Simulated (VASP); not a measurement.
**GaN (wurtzite type): single point with PBE**

Crystal: GaN (wurtzite type).

```
Ga N
1.0
     3.21819    0.00000    0.00000
    -1.60909    2.78703    0.00000
     0.00000    0.00000    5.24286
Ga N
2 2
Direct
  0.33333 0.66667 0.99965
  0.66667 0.33333 0.49965
  0.33333 0.66667 0.37635
  0.66667 0.33333 0.87635
```

* Program: VASP 6.6.1
* Task: single point
* Functional: PBE
* Potentials or basis: VASP PAW PBE potentials, release 64 (Ga_d, N)
* Cutoff: 520 eV
* k mesh: 13 × 13 × 7
* Occupations: fermi-dirac, width 0.1 eV
* Spin: no spin polarisation
* Dipole correction: no
* Further INCAR settings: ALGO = Normal; EDIFF = 1e-06; NBANDS = 26

The pressure is 0.2 GPa and the band gap on the k mesh is 1.72 eV.

Levels at points of the mesh, in eV from the valence-band top:
| k point | band 14 | band 15 | band 16 | band 17 | band 18 | band 19 | band 20 | band 21 | band 22 | band 23 |
| --- | --- | --- | --- | --- | --- | --- | --- | --- | --- | --- |
| (0.00, 0.00, 0.00) | -1.00 | -1.00 | -0.04 | 0.00 | 0.00 | 1.72 | 4.07 | 9.02 | 9.73 | 9.73 |

Wall time 48 s on 1 thread of AMD EPYC 9R45 96-Core Processor (Zen 5), with other jobs on the host, peak memory 0.19 GiB.
